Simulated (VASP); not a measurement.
# Ge (Fd-3m) in VASP: notebook, part 2 of 2

VASP 6.6.1.

**5. Single point, PBEsol**

File INCAR:

```
PREC = Accurate
ENCUT = 520
EDIFF = 1E-7
ISMEAR = 0
SIGMA = 0.15
LREAL = False
LASPH = True
NELM = 100
ALGO = Normal
ISIF = 2
LWAVE = False
LCHARG = False
GGA = PS
NBANDS = 21
```

File KPOINTS:

```
regular mesh
0
Gamma
  10 10 10
```

File POSCAR:

```
Ge
1.0
    0.0000000000      2.8378807269      2.8378807269
    2.8378807269      0.0000000000      2.8378807269
    2.8378807269      2.8378807269      0.0000000000
Ge
2
Direct
    0.5000000000      0.5000000000      0.5000000000
    0.7500000000      0.7500000000      0.7500000000
```

Potentials or basis: VASP PAW PBE potentials, release 64 (Ge_d).

Started as:

```bash
cat potpaw_PBE.64/Ge_d/POTCAR > POTCAR
mpirun -np 1 vasp_std > vasp.out
```

OUTCAR:

```text
PREC = Accurate
   ENCUT = 520
   EDIFF = 1E-7
   ISMEAR = 0
   LREAL = False
   LASPH = True
   NELM = 100
   ISIF = 2
   GGA = PS

 ion  position               nearest neighbor table
   1  0.500  0.500  0.500-   2 2.46   2 2.46   2 2.46   2 2.46
   2  0.750  0.750  0.750-   1 2.46   1 2.46   1 2.46   1 2.46

  LATTYP: Found a face centered cubic cell.
 ALAT       =     5.6757614538

  Lattice vectors:

 A1 = (   0.0000000000,   2.8378807269,   2.8378807269)
 A2 = (   2.8378807269,   0.0000000000,   2.8378807269)
 A3 = (   2.8378807269,   2.8378807269,   0.0000000000)

Analysis of symmetry for initial positions (statically):
=====================================================================
 Subroutine PRICEL returns:
 Original cell was already a primitive cell.

 Routine SETGRP: Setting up the symmetry group for a
 face centered cubic supercell.

 Subroutine GETGRP returns: Found 48 space group operations
 (whereof 24 operations were pure point group operations)
 out of a pool of 48 trial point group operations.

The static configuration has the point symmetry T_d .
[... 155 lines left out ...]

 Free energy of the ion-electron system (eV)
  ---------------------------------------------------
  ext. energy  EPLUGINS =         0.00000000
  ---------------------------------------------------
  free energy    TOTEN  =        -9.87166458 eV

  energy without entropy =       -9.87074042  energy(sigma->0) =       -9.87120250

 E-fermi :   4.7685     XC(G=0): -10.0835

 val. band max:        4.6768774648   @ k =   0.0000   0.0000   0.0000
 cond. band min:       4.7694820290   @ k =   0.0000   0.0000   0.0000
 fundamental gap:      0.0926045642
 Fermi energy:         4.7684968718

 k-point     1 :       0.0000    0.0000    0.0000
  band No.  band energies     occupation
      1     -19.9802      2.00000
      2     -19.9802      2.00000
      3     -19.9802      2.00000
      4     -19.9444      2.00000
      5     -19.9444      2.00000
      6     -19.7373      2.00000
[... 565 lines left out ...]
     20      16.2406      0.00000
     21      16.4748      0.00000

 [... further k-points ...]
[... 5 lines left out ...]
  --------------------------------------------------------------------------------------
  -------------------------------------------------------------------------------------
  Total       -0.0239384     -0.0239384     -0.0239384      0.0000000      0.0000000      0.0000000
  in kB       -0.8390590     -0.8390590     -0.8390590      0.0000000      0.0000000      0.0000000
  external PRESSURE =      -0.8390590 kB  Pullay stress =       0.0000000 kB

 VOLUME and BASIS-vectors are now :
 -----------------------------------------------------------------------------
  energy-cutoff  :      520.00
  volume of cell :       45.71
      direct lattice vectors                 reciprocal lattice vectors
     0.000000000  2.837880727  2.837880727    -0.176187813  0.176187813  0.176187813
     2.837880727  0.000000000  2.837880727     0.176187813 -0.176187813  0.176187813
     2.837880727  2.837880727  0.000000000     0.176187813  0.176187813 -0.176187813

 POSITION                                       TOTAL-FORCE (eV/Angst)
 -----------------------------------------------------------------------------------
      2.83788      2.83788      2.83788        -0.000000     -0.000000     -0.000000
      4.25682      4.25682      4.25682         0.000000      0.000000      0.000000
 -----------------------------------------------------------------------------------
    total drift:                                0.000000     -0.000000     -0.000000

  FREE ENERGIE OF THE ION-ELECTRON SYSTEM (eV)
  ---------------------------------------------------
  free  energy   TOTEN  =        -9.8716645752 eV

  energy  without entropy=       -9.8707404226  energy(sigma->0) =       -9.87120250
```

Wall time 71 s (1 thread of Intel Xeon 8259CL, shared host); peak memory 0.18 GiB.

Results:

* Free energy: -9.8717 eV
* Pressure: -0.1 GPa
* Band gap on the k mesh: zero (filled and empty bands touch)

Caveat: the PAW data sets were made with another functional, which shifts forces and pressure a little.

**6. Single point, PBEsol**

File INCAR:

```
SYSTEM = Ge
PREC = Accurate
ENCUT = 520
EDIFF = 1E-6
ISMEAR = 0
SIGMA = 0.1
LREAL = .FALSE.
LASPH = .TRUE.
NELM = 100
ALGO = Normal
ISIF = 2
LWAVE = .FALSE.
LCHARG = .FALSE.
GGA = PS
NBANDS = 21
```

File KPOINTS:

```
Automatic mesh
0
G
  14 14 14
  0 0 0
```

POSCAR is that of step 5.

Potentials or basis: VASP PAW PBE potentials, release 64 (Ge_d).

Started as:

```bash
cat potpaw_PBE.64/Ge_d/POTCAR > POTCAR
mpirun -np 1 vasp_std > vasp.out
```

Run time: 2.1 min. Hardware: 1 thread of Intel Xeon 8259CL, shared host; peak memory 0.22 GiB.

It converged, with:

```yaml
Free_energy: -9.8746 eV
Pressure: -0.4 GPa
Band_gap_on_the_k_mesh: zero (filled and empty bands touch)
```

Levels at points of the mesh, in eV from the Fermi level:
```csv
k point,band 12,band 13,band 14,band 15,band 16,band 17
"(0.00, 0.00, 0.00)",-0.11,-0.02,-0.02,-0.02,2.51,2.51
"(0.50, 0.00, 0.00)",-7.60,-1.41,-1.41,0.08,3.69,3.69
"(0.50, 0.50, 0.00)",-8.88,-3.07,-3.07,0.66,0.66,9.40
```

Caveat: the PAW data sets were made with another functional, which shifts forces and pressure a little.

**7. Summary**

```tsv
cell	k mesh	cutoff (eV)	smearing	gap on the mesh (eV)	pressure (GPa)
a = 4.013 Å, angles 60.0°, 2 atoms	14 × 14 × 14	520	gaussian 0.1 eV	none	-0.4
a = 4.013, b = 4.013, c = 5.676 Å, 4 atoms	8 × 8 × 6	520	gaussian 0.15 eV	none	-0.1
a = 4.000 Å, angles 60.0°, 2 atoms	6 × 6 × 6	500	gaussian 0.1 eV	none	0.6
a = 4.013 Å, angles 60.0°, 2 atoms	10 × 10 × 10	520	gaussian 0.15 eV	none	-0.1
```

Alike in all rows: task single point; level PBEsol; potentials or basis VASP PAW PBE potentials, release 64 (Ge_d); no spin polarisation.

Caveats: the PAW data sets were made with another functional, which shifts forces and pressure a little.

Absolute energies hang on the potentials; compare differences alone.

**8. Comparison with measurements**

Step 2. Against the measured gap of Ge, 0.666 eV (indirect; 293 K; “Electronic and optical properties of SixGe1-x-ySny alloys lattice-matched to Ge”, 2021, arxiv:2109.02782), the calculated 0.00 eV is off by -0.67 eV. 3 values of this kind are on record (0.666 to 0.807 eV); this one was drawn at random among those near their median. Spin-orbit coupling on Ge is left out. The value is that of PBEsol on a finite k mesh, which can miss the band edges, without temperature or zero-point motion. Semilocal functionals fall short of measured gaps as a rule.

Step 4. Against the measured gap of Ge, 0.807 eV (direct; 300 K; “Electronic and optical properties of SixGe1-x-ySny alloys lattice-matched to Ge”, 2021, arxiv:2109.02782), the calculated 0.00 eV is off by -0.81 eV. 3 values of this kind are on record (0.666 to 0.807 eV); this one was drawn at random among those near their median. Spin-orbit coupling on Ge is left out. The value is that of PBEsol on a finite k mesh, which can miss the band edges, without temperature or zero-point motion. Semilocal functionals fall short of measured gaps as a rule.

Step 5. A measured gap of Ge is 0.807 eV (direct; 300 K; “Electronic and optical properties of SixGe1-x-ySny alloys lattice-matched to Ge”, 2021, arxiv:2109.02782); the calculated 0.00 eV misses it by -0.81 eV. 3 values of this kind are on record (0.666 to 0.807 eV); this one was drawn at random among those near their median. Spin-orbit coupling on Ge is left out. The value is that of PBEsol on a finite k mesh, which can miss the band edges, without temperature or zero-point motion. Semilocal functionals fall short of measured gaps as a rule.

Step 6. Measured gap of Ge: 0.744 eV (indirect; 0 K; “Temperature-dependent photoluminescence in Ge: experiment and theory”, 2020, arxiv:2003.00143). This calculation gives 0.00 eV (-0.74 eV). 3 values of this kind are on record (0.666 to 0.807 eV); this one was drawn at random among those near their median. Spin-orbit coupling on Ge is left out. The value is that of PBEsol on a finite k mesh, which can miss the band edges, without temperature or zero-point motion. Semilocal functionals fall short of measured gaps as a rule.
